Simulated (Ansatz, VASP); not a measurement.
# One calculation of Ge, two programs

File INCAR:

```
SYSTEM = Ge
ALGO     = Normal         ! electronic algorithm
EDIFF    = 1E-6           ! SCF threshold, eV
EDIFFG   = -0.04          ! ionic threshold
ENCUT    = 600            ! plane-wave cutoff, eV
GGA      = PE             ! functional
IBRION   = 2              ! ionic algorithm
ISIF     = 3              ! what is computed and relaxed
ISMEAR   = 0              ! smearing method
LASPH    = .True.         ! aspherical terms in the spheres
LCHARG   = .False.        ! write CHGCAR
LREAL    = .False.        ! projectors in reciprocal space
LWAVE    = .False.        ! write WAVECAR
NELM     = 60             ! most SCF steps
NSW      = 90             ! ionic steps
PREC     = Accurate       ! precision mode
SIGMA    = 0.1            ! smearing width, eV
```

KPOINTS

```
k-points
0
Gamma
  4 4 4
  0 0 0
```

The input POSCAR:

```
Ge
1.0
   -3.7848430100      3.7848430100      3.7848430100
    3.7848430100     -3.7848430100      3.7848430100
    3.7848430100      3.7848430100     -3.7848430100
Ge
8
Direct
    0.3171980400      0.3171980400      0.3171980400
    0.0000000000      0.0000000000      0.6828019600
    0.0000000000      0.6828019600      0.0000000000
    0.6828019600      0.0000000000      0.0000000000
    0.6828019600      0.6828019600      0.6828019600
    0.0000000000      0.0000000000      0.3171980400
    0.0000000000      0.3171980400      0.0000000000
    0.3171980400      0.0000000000      0.0000000000
```

Input for Ansatz:

```yaml
crystal:
  lattice:
    - [-3.78484301, 3.78484301, 3.78484301]
    - [3.78484301, -3.78484301, 3.78484301]
    - [3.78484301, 3.78484301, -3.78484301]
  atoms:
    - { symbol: Ge, position: [0.31719804, 0.31719804, 0.31719804] }
    - { symbol: Ge, position: [0.0, 0.0, 0.68280196] }
    - { symbol: Ge, position: [0.0, 0.68280196, 0.0] }
    - { symbol: Ge, position: [0.68280196, 0.0, 0.0] }
    - { symbol: Ge, position: [0.68280196, 0.68280196, 0.68280196] }
    - { symbol: Ge, position: [0.0, 0.0, 0.31719804] }
    - { symbol: Ge, position: [0.0, 0.31719804, 0.0] }
    - { symbol: Ge, position: [0.31719804, 0.0, 0.0] }
basis:
  ecutwfc: 420
kpoints:
  mp_grid: { grid: [4, 4, 4] }
hamiltonian:
  xc: pbe
scf:
  occupations: { method: gaussian, width: 0.1 }
  lower_state_search: "off"
output:
  forces: true
  stress: true
  eigenvalues: true
relax:
  adjacent_minimum: "off"
  f_tol: 0.04
  max_steps: 70
  cell: { stress_tol: 0.4 }
```

Alike in both runs: task relaxation of cell and atoms; functional PBE; k mesh 4 × 4 × 4; occupations gaussian, width 0.1 eV; no spin polarisation.

```csv
,VASP,Ansatz
version,VASP 6.6.1,Ansatz 0.2.0
potentials or method,"VASP PAW PBE potentials, release 64 (Ge_d), cutoff 600 eV","scalar-relativistic, plane waves, PAW"
valence electrons in the cell,112,112
```

```csv
,VASP,Ansatz,Ansatz less VASP
"gap on the k mesh at the Fermi level, each at its own relaxed structure (eV)",none,none,-
relaxed volume (Å³/atom),31.33,31.35,+0.020
relaxed length of the cell vector where the two differ most in proportion (Å),6.880,6.881,+0.0015
```

A gap of «none» marks a metal or a gap that the smearing closes.

Noted on VASP's run: the volume moved by over 15 % at a fixed basis, so the end points are rough.
